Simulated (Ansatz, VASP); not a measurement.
La2OF2: VASP beside Ansatz

```
La O F
1.0
     3.65391    0.00000    0.00000
    -1.82695    3.16438    0.00000
     0.00000    0.00000   16.54877
La O F
4 2 4
Direct
  0.00000 0.00000 0.65593
  0.00000 0.00000 0.34407
  0.00000 0.00000 0.15593
  0.00000 0.00000 0.84407
  0.66667 0.33333 0.75000
  0.33333 0.66667 0.25000
  0.66667 0.33333 0.07633
  0.33333 0.66667 0.92367
  0.33333 0.66667 0.57633
  0.66667 0.33333 0.42367
```

Change from the starting cell: species swapped into the Y2Co2I type (P6_3/mmc, No. 194).

Alike in both runs: functional PBE; k mesh 6 × 6 × 1; occupations gaussian, width 0.1 eV; no spin polarisation.

Ansatz relaxed the structure, and its values are those at the end. VASP's run is a single point on that final structure, the one shown.

|  | VASP | Ansatz |
| --- | --- | --- |
| version | VASP 6.6.1 | Ansatz 0.2.0 |
| potentials or method | VASP PAW PBE potentials, release 64 (La, O, F), cutoff 520 eV | scalar-relativistic, plane waves, PAW |
| valence electrons in the cell | 84 | 84 |

VASP gave:

| Quantity | Value |
| --- | --- |
| gap on the k mesh at the Fermi level (eV) | none |
| pressure (GPa) | -0.2 |
| rms of the force components (eV/Å) | 0.002 |

Problem. Which values does Ansatz return?

Solution. gap on the k mesh at the Fermi level (eV): none; pressure (GPa): 0.1; rms of the force components (eV/Å): 0.003.

A gap of «none» marks a metal or a gap that the smearing closes. With one functional, cell and mesh, what is left measures potentials, basis and numerics.

The k mesh is coarse, so the values compare programs but aren't converged. Neither program's run includes spin-orbit coupling.
